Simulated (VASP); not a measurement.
Input of a VASP 6.6.1 run:

Contents of INCAR:

```
SYSTEM = Zn3Se
PREC = Accurate ; ENCUT = 520
EDIFF = 1E-6 ; ISMEAR = 0
SIGMA = 0.1 ; LREAL = .False.
LASPH = .True. ; NELM = 60
ALGO = Normal ; ISIF = 2
LWAVE = .False. ; LCHARG = .True.
GGA = PE ; LELF = .True.
LVHAR = .True. ; NBANDS = 52
```

KPOINTS

```
Automatic mesh
0
Gamma
  6 6 10
  0 0 0
```

POSCAR

```
Zn3Se
1.0
    7.0404503593      0.0000000000      0.0000000000
   -3.5202251796      6.0972088652      0.0000000000
    0.0000000000      0.0000000000      3.5969482507
Zn Se
6 2
Direct
    0.8372490548      0.6744981096      0.2500000000
    0.1627509452      0.8372490548      0.7500000000
    0.3255018904      0.1627509452      0.2500000000
    0.1627509452      0.3255018904      0.7500000000
    0.8372490548      0.1627509452      0.2500000000
    0.6744981096      0.8372490548      0.7500000000
    0.3333333333      0.6666666667      0.2500000000
    0.6666666667      0.3333333333      0.7500000000
```

Potentials or basis: VASP PAW PBE potentials, release 64 (Zn, Se).

Launch:

```sh
$ cat potpaw_PBE.64/Zn/POTCAR potpaw_PBE.64/Se/POTCAR > POTCAR
$ mpirun -np 1 vasp_std > vasp.out
```

(1) What does it give for the pressure?

(2) Estimate the band gap on the k mesh.

Answers

(1) 0.2 GPa.

(2) zero (bands 42 and 43 overlap by 3.17 eV).
